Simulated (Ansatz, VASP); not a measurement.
Two plane-wave programs on Co

Contents of INCAR:

```
SYSTEM = Co
PREC = Accurate
ENCUT = 600
EDIFF = 1E-6
ISMEAR = -1
SIGMA = 0.05
LREAL = .FALSE.
LASPH = .TRUE.
NELM = 150
ALGO = Normal
ISIF = 3
LWAVE = .FALSE.
LCHARG = .FALSE.
ISPIN = 2
MAGMOM = 1.7 1.7 1.7
LORBIT = 11
LMAXMIX = 4
GGA = RP
IBRION = 2
NSW = 80
EDIFFG = -0.01
```

Contents of KPOINTS:

```
Automatic mesh
0
G
  9 9 13
  0 0 0
```

File POSCAR:

```
Co
1.0
    3.9701439143      0.0000000000      0.0000000000
   -1.9850719572      3.4382454865      0.0000000000
    0.0000000000      0.0000000000      2.4336982195
Co
3
Direct
    0.0000000000      0.0000000000      0.0000000000
    0.3333333333      0.6666666667      0.5000000000
    0.6666666667      0.3333333333      0.5000000000
```

Input for Ansatz:

```yaml
crystal:
  lattice:
    - [3.9701439143, 0.0, 0.0]
    - [-1.9850719572, 3.4382454865, 0.0]
    - [0.0, 0.0, 2.4336982195]
  atoms:
    - { symbol: Co, position: [0.0, 0.0, 0.0], spin: 1.7 }
    - { symbol: Co, position: [0.3333333333, 0.6666666667, 0.5], spin: 1.7 }
    - { symbol: Co, position: [0.6666666667, 0.3333333333, 0.5], spin: 1.7 }
hamiltonian:
  xc: rpbe
  pseudopotentials:
    kind: paw
    azcp:
      Co: "pseudopotentials/Co.paw.azcp"
basis:
  ecutwfc: 420
  fft_grid_basis: typed
kpoints:
  mp_grid: { grid: [9, 9, 13], shift: [0, 0, 0] }
magnetization:
  spin_polarized: true
scf:
  occupations: { method: fermi_dirac, width: 0.05 }
relax:
  max_steps: 60
  f_tol: 0.01
  cell: {}
output:
  write_density: true
  write_potential: true
  elf: true
  volumetric_format: npy
```

Alike in both runs: task relaxation of cell and atoms; functional RPBE; k mesh 9 × 9 × 13; occupations fermi-dirac, width 0.05 eV; collinear spin.

|  | VASP | Ansatz |
| --- | --- | --- |
| version | VASP 6.6.1 | Ansatz 0.2.0 |
| potentials or method | VASP PAW PBE potentials, release 64 (Co), cutoff 600 eV | plane waves (420 eV) with PAW, scalar-relativistic |
| valence electrons in the cell | 27 | 51 |

```csv
,VASP,Ansatz,Ansatz less VASP
net moment per atom (μB),1.67,1.67,+0.004
size of the moment on the site where the two differ most (μB),1.72,1.78,+0.059
relaxed volume (Å³/atom),11.33,11.36,+0.034
relaxed length of the cell vector where the two differ most in proportion (Å),3.995,4.000,+0.0041
```

VASP's potentials were made for PBE, not for RPBE. Site moments also hang on the region over which each program counts them. VASP's potentials hold 27 valence electrons a cell and Ansatz's 51, so a difference there can come from the potentials and not from the codes.
